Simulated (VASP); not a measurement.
Write the native input for VASP 6.6.1 that does the following.

```yaml
Task: single point
Functional: PBE
Potentials_or_basis: VASP PAW PBE potentials, release 64 (Mg, O)
Cutoff: 520 eV
k_mesh: 1 × 1 × 1, shifted
Occupations: fermi-dirac, width 0.01 eV
Spin: no spin polarisation
Dipole_correction: no
Further_INCAR_settings: LREAL = Auto; ALGO = Normal; EDIFF = 1e-06; NBANDS = 86
```

The structure of MgO (MgO (Fm-3m)) lies in POSCAR:

```
MgO
1.0
   -4.2543812303      4.2543812303      4.2543812303
    4.2543812303     -4.2543812303      4.2543812303
    4.2543812303      4.2543812303     -4.2543812303
Mg O
16 16
Direct
    0.0000000000      0.0000000000      0.0000000000
    0.0000000000      0.2500000000      0.7500000000
    0.0000000000      0.5000000000      0.5000000000
    0.0000000000      0.7500000000      0.2500000000
    0.2500000000      0.0000000000      0.7500000000
    0.2500000000      0.2500000000      0.5000000000
    0.2500000000      0.5000000000      0.2500000000
    0.2500000000      0.7500000000      0.0000000000
    0.5000000000      0.0000000000      0.5000000000
    0.5000000000      0.2500000000      0.2500000000
    0.5000000000      0.5000000000      0.0000000000
    0.5000000000      0.7500000000      0.7500000000
    0.7500000000      0.0000000000      0.2500000000
    0.7500000000      0.2500000000      0.0000000000
    0.7500000000      0.5000000000      0.7500000000
    0.7500000000      0.7500000000      0.5000000000
    0.0000000000      0.0000000000      0.5000000000
    0.0000000000      0.2500000000      0.2500000000
    0.0000000000      0.5000000000      0.0000000000
    0.0000000000      0.7500000000      0.7500000000
    0.2500000000      0.0000000000      0.2500000000
    0.2500000000      0.2500000000      0.0000000000
    0.2500000000      0.5000000000      0.7500000000
    0.2500000000      0.7500000000      0.5000000000
    0.5000000000      0.0000000000      0.0000000000
    0.5000000000      0.2500000000      0.7500000000
    0.5000000000      0.5000000000      0.5000000000
    0.5000000000      0.7500000000      0.2500000000
    0.7500000000      0.0000000000      0.7500000000
    0.7500000000      0.2500000000      0.5000000000
    0.7500000000      0.5000000000      0.2500000000
    0.7500000000      0.7500000000      0.0000000000
```

One way to write it, as run:

INCAR

```
SYSTEM = MgO
ALGO     = Normal         ! electronic algorithm
EDIFF    = 1E-6           ! SCF threshold, eV
ENCUT    = 520            ! plane-wave cutoff, eV
GGA      = PE             ! functional
ISIF     = 2              ! what is computed and relaxed
ISMEAR   = -1             ! smearing method
LASPH    = .True.         ! aspherical terms in the spheres
LCHARG   = .True.         ! write CHGCAR
LELF     = .True.         ! ELF
LREAL    = Auto         
LVHAR    = .True.       
LWAVE    = .False.        ! write WAVECAR
NBANDS   = 86             ! bands
NELM     = 80             ! most SCF steps
PREC     = Accurate       ! precision mode
SIGMA    = 0.01           ! smearing width, eV
```

KPOINTS

```
Automatic mesh
0
Gamma
  1 1 1
  0.25 0.25 0.25
```

Potentials or basis: VASP PAW PBE potentials, release 64 (Mg, O).

Run with:

```console
$ cat potpaw_PBE.64/Mg/POTCAR potpaw_PBE.64/O/POTCAR > POTCAR
$ mpirun -np 1 vasp_std > vasp.out
```

It gave:

```yaml
Pressure: -0.8 GPa
Band_gap_on_the_k_mesh: 7.13 eV
```

Caveat: the k points lie up to 1.04 Å⁻¹ apart.

Wall time 73 s on 1 thread of Intel(R) Xeon(R) Platinum 8259CL CPU @ 2.50GHz (Skylake/Cascade Lake), on a shared host, peak memory 0.4 GiB.
